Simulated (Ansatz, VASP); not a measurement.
## MgSi: VASP beside Ansatz

Contents of POSCAR:

```
MgSi
1.0
    2.9956458200      0.0000000000      0.0000000000
    0.0000000000      2.9956458200      0.0000000000
    0.0000000000      0.0000000000      4.1034270000
Mg Si
1 1
Direct
    0.0000000000      0.0000000000      0.0000000000
    0.5000000000      0.5000000000      0.5000000000
```

Contents of INCAR.step1:

```
  PREC = Accurate
  ENCUT = 520
  ISMEAR = 0
  SIGMA = 0.15
  LREAL = F
  LASPH = T
  NELM = 100
  NBANDS = 10
  GGA = PE
  ALGO = Normal
  EDIFF = 1E-4
  LWAVE = T
  LCHARG = F
```

Contents of INCAR.step2:

```
  PREC = Accurate
  ENCUT = 520
  EDIFF = 1E-6
  ISMEAR = 0
  SIGMA = 0.15
  LREAL = F
  LASPH = T
  NELM = 100
  ALGO = Normal
  ISIF = 2
  LWAVE = F
  LCHARG = F
  METAGGA = R2SCAN
  LMIXTAU = T
  NBANDS = 10
  ISTART = 1
```

Contents of KPOINTS:

```
Automatic mesh
0
Gamma
  16 16 12
```

Input for Ansatz:

```yaml
crystal:
  lattice:
    - [2.99564582, 0.0, 0.0]
    - [0.0, 2.99564582, 0.0]
    - [0.0, 0.0, 4.103427]
  atoms:
    - { symbol: Mg, position: [0.0, 0.0, 0.0] }
    - { symbol: Si, position: [0.5, 0.5, 0.5] }
basis:
  ecutwfc: 500
kpoints:
  mp_grid: { grid: [16, 16, 12] }
hamiltonian:
  xc: r2scan
scf:
  occupations: { method: gaussian, width: 0.15 }
output:
  forces: true
  stress: true
  eigenvalues: true
```

Change from the starting cell: strain +0.030 along x and y, +0.000 along z, atoms carried along.

Alike in both runs: task single point; functional r2SCAN; k mesh 16 × 16 × 12; occupations gaussian, width 0.15 eV; no spin polarisation.

|  | VASP | Ansatz |
| --- | --- | --- |
| version | VASP 6.6.1 | Ansatz 0.2.0 |
| potentials or method | VASP PAW PBE potentials, release 64 (Mg, Si), cutoff 520 eV | scalar-relativistic, plane waves, PAW |
| valence electrons in the cell | 6 | 14 |

```tsv
	VASP	Ansatz	Ansatz less VASP
gap on the k mesh at the Fermi level (eV)	none	none	-
pressure (GPa)	-4.5	-4.2	+0.27
traceless stress, the component that is largest in VASP (GPa)	-1.90	-1.86	+0.040
```

VASP's potentials were made for PBE, not for r2SCAN. A gap of «none» marks a metal or a gap that the smearing closes. VASP's potentials hold 6 valence electrons a cell and Ansatz's 14, so a difference there can come from the potentials and not from the codes.
